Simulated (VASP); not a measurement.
Wanted: the native input for a VASP 6.6.1 run.

| Property | Result |
| --- | --- |
| Task | single point |
| Functional | PBE |
| Potentials or basis | VASP PAW PBE potentials, release 64 (Si) |
| Cutoff | 520 eV |
| k mesh | 2 × 2 × 2 |
| Occupations | gaussian, width 0.02 eV |
| Spin | no spin polarisation |
| Dipole correction | no |
| Further INCAR settings | LREAL = Auto; ALGO = Normal; EDIFF = 1e-06; NBANDS = 48 |

The structure of Si (a cell with a defect) lies in POSCAR:

```
Si
1.0
    0.0000000000      5.4300000000      5.4300000000
    5.4300000000      0.0000000000      5.4300000000
    5.4300000000      5.4300000000      0.0000000000
Si
17
Direct
    0.0006528545      0.0003497238     -0.0009569061
    0.1230723757      0.1229403315      0.1226145488
   -0.0029900552     -0.0030406998      0.5027810313
    0.1232927256      0.1231912523      0.6304196133
   -0.0030188766      0.5032094843     -0.0031606814
    0.1230177716      0.6317868324      0.1224803867
   -0.0029754144      0.5033778085      0.5026684162
    0.1260990792      0.6247233886      0.6245209945
    0.5033852670     -0.0031193370     -0.0032069982
    0.6321063536      0.1228354512      0.1223941989
    0.5035128913     -0.0030325967      0.5025965009
    0.6247837017      0.1261026703      0.6244774401
    0.5033692449      0.5031650092     -0.0032878453
    0.6247080110      0.6246004604      0.1262159300
    0.4999755985      0.4999730203      0.5000639963
    0.6247733886      0.6246921731      0.6244105893
    1.2506373849      0.2503344383      0.2490779006
```

These files were run (other wordings do the same):

INCAR

```
SYSTEM = Si
PREC = Accurate ; ENCUT = 520
EDIFF = 1E-6 ; ISMEAR = 0
SIGMA = 0.02 ; LREAL = Auto
LASPH = .TRUE. ; NELM = 80
ALGO = Normal ; ISIF = 2
LWAVE = .FALSE. ; LCHARG = .FALSE.
GGA = PE ; NBANDS = 48
```

KPOINTS

```
Automatic mesh
0
G
  2 2 2
  0 0 0
```

Potentials or basis: VASP PAW PBE potentials, release 64 (Si).

The run is started by

```console
$ cat potpaw_PBE.64/Si/POTCAR > POTCAR
$ mpirun -np 1 vasp_std > vasp.out
```

It gave:

| Property | Result |
| --- | --- |
| Pressure | 5.3 GPa |
| Largest force | 0.023 eV/Å |
| Band gap on the k mesh | zero (band 34 reaches 6.93 eV, above the bottom of band 35 at 6.68 eV) |

Caveat: the k points lie up to 0.50 Å⁻¹ apart.

It took 110 s on 1 thread of Intel(R) Xeon(R) Platinum 8559C (Emerald Rapids), on a shared host, peak memory 0.45 GiB.
